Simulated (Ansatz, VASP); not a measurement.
C in VASP and in Ansatz

Contents of INCAR:

```
ALGO = Normal ; EDIFF = 1E-7
ENCUT = 520 ; ISIF = 2
ISMEAR = 0 ; LASPH = True
LCHARG = False ; LREAL = False
LWAVE = False ; NBANDS = 11
NELM = 60 ; PREC = Accurate
SIGMA = 0.05
```

The input KPOINTS:

```
k-points
0
Gamma
  12 12 12
```

The input POSCAR:

```
C
1.0
    0.0000000000      1.7097638303      1.8379961176
    1.7097638303      0.0000000000      1.8379961176
    1.7097638303      1.7097638303      0.0000000000
C
2
Direct
    0.5000000000      0.5000000000      0.5000000000
    0.7500000000      0.7500000000      0.7500000000
```

Input for Ansatz:

```yaml
crystal:
  lattice:
    - [0.0, 1.7097638303, 1.8379961176]
    - [1.7097638303, 0.0, 1.8379961176]
    - [1.7097638303, 1.7097638303, 0.0]
  atoms:
    - { symbol: C, position: [0.5, 0.5, 0.5] }
    - { symbol: C, position: [0.75, 0.75, 0.75] }
basis:
  ecutwfc: 520.0
kpoints:
  mp_grid: { grid: [12, 12, 12] }
hamiltonian:
  xc: lda
  pseudopotentials: { kind: paw, azcp: { folder: soft_1 } }
scf:
  occupations: { method: gaussian, width: 0.05 }
output:
  forces: true
  stress: true
  eigenvalues: true
```

Alike in both runs: task single point; functional LDA; k mesh 12 × 12 × 12; occupations gaussian, width 0.05 eV; no spin polarisation.

|  | VASP | Ansatz |
| --- | --- | --- |
| version | VASP 6.6.1 | Ansatz 0.2.0 |
| potentials or method | VASP PAW LDA potentials, release 64 (C), cutoff 520 eV | scalar-relativistic, plane waves, PAW |
| valence electrons in the cell | 8 | 8 |

|  | VASP | Ansatz | Ansatz less VASP |
| --- | --- | --- | --- |
| gap on the k mesh at the Fermi level (eV) | 3.32 | 3.33 | +0.008 |
| least direct gap on the mesh (eV) | 5.04 | 5.04 | -0.002 |
| pressure (GPa) | 13.8 | 12.0 | -1.82 |
| traceless stress, the component that is largest in VASP (GPa) | -50.65 | -50.74 | -0.085 |

Ansatz warns that its potentials were made for another functional, while VASP's fit it. LDA's correlation is that of Perdew and Zunger in VASP and of Perdew and Wang (1992) in Ansatz.
